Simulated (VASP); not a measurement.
Write the native input for VASP 6.6.1 that does the following.

- Task: single point
- Functional: PBE
- Dispersion: D3(BJ)
- Potentials or basis: VASP PAW PBE potentials, release 64 (O, H, C)
- Cutoff: 520 eV
- k mesh: 1 × 1 × 1
- Occupations: fermi-dirac, width 0.05 eV
- Spin: no spin polarisation
- Dipole correction: no
- Further INCAR settings: ALGO = Normal; EDIFF = 1e-06; NBANDS = 36

The structure of H10CO5 lies in POSCAR:

```
H10CO5
1.0
    5.4614380000      0.0000000000      0.0000000000
    0.0000000000      5.4614380000      0.0000000000
    0.0000000000      0.0000000000      5.4614380000
O H C
5 10 1
Direct
    0.4759918542      0.5517777552      0.6640375667
    0.0167904497      0.2235491825      0.6005927377
    0.7275373262      0.9509583373      0.8755020198
    0.6854238755      0.2775459504      0.2371719683
    0.2596385787      0.9136238478      0.0750718034
    0.3333554276      0.4590549229      0.6364441014
    0.6068365145      0.4357094230      0.6191043458
   -0.0573841541      0.2490552854      0.4500829269
   -0.1248938466      0.1586578480      0.6769828752
    0.5625075301      0.9091927804      0.8348533848
    0.8114529543      0.8414633655      0.7563575747
    0.6532894816      0.4465856794      0.1974205328
    0.7114609742      0.1867456886      0.0890424830
    0.1957176846      0.7915863917      0.4255655745
    0.5519974776      0.8374900530      0.3012027235
    0.3344540394      0.8315575495      0.2760994449
```

These files were run (other wordings do the same):

INCAR

```
SYSTEM = H10CO5
PREC     = Accurate       ! precision mode
ENCUT    = 520            ! plane-wave cutoff, eV
EDIFF    = 1E-6           ! SCF threshold, eV
ISMEAR   = -1             ! smearing method
SIGMA    = 0.05           ! smearing width, eV
LREAL    = .FALSE.        ! projectors in reciprocal space
LASPH    = .TRUE.         ! aspherical terms in the spheres
NELM     = 120            ! most SCF steps
ALGO     = Normal         ! electronic algorithm
ISIF     = 2              ! what is computed and relaxed
LWAVE    = .FALSE.        ! write WAVECAR
LCHARG   = .FALSE.        ! write CHGCAR
GGA      = PE             ! functional
IVDW     = 12             ! dispersion correction
NBANDS   = 36             ! bands
GGA_COMPAT= .FALSE.
```

KPOINTS

```
Automatic mesh
0
G
  1 1 1
  0 0 0
```

Potentials or basis: VASP PAW PBE potentials, release 64 (O, H, C).

The run is started by

```console
$ cat potpaw_PBE.64/O/POTCAR potpaw_PBE.64/H/POTCAR potpaw_PBE.64/C/POTCAR > POTCAR
$ mpirun -np 1 vasp_gam > vasp.out
```

Results of the run:

```json
{
 "Pressure": "1.5 GPa",
 "Largest force": "3.597 eV/Å",
 "Dispersion energy per atom": "-0.038 eV"
}
```

Caveat: the k points lie up to 1.15 Å⁻¹ apart; the atoms stand as in a frame of molecular dynamics.

Run time: 32 s on 1 thread of Intel Xeon 8259CL, on a shared host, peak memory 0.24 GiB.
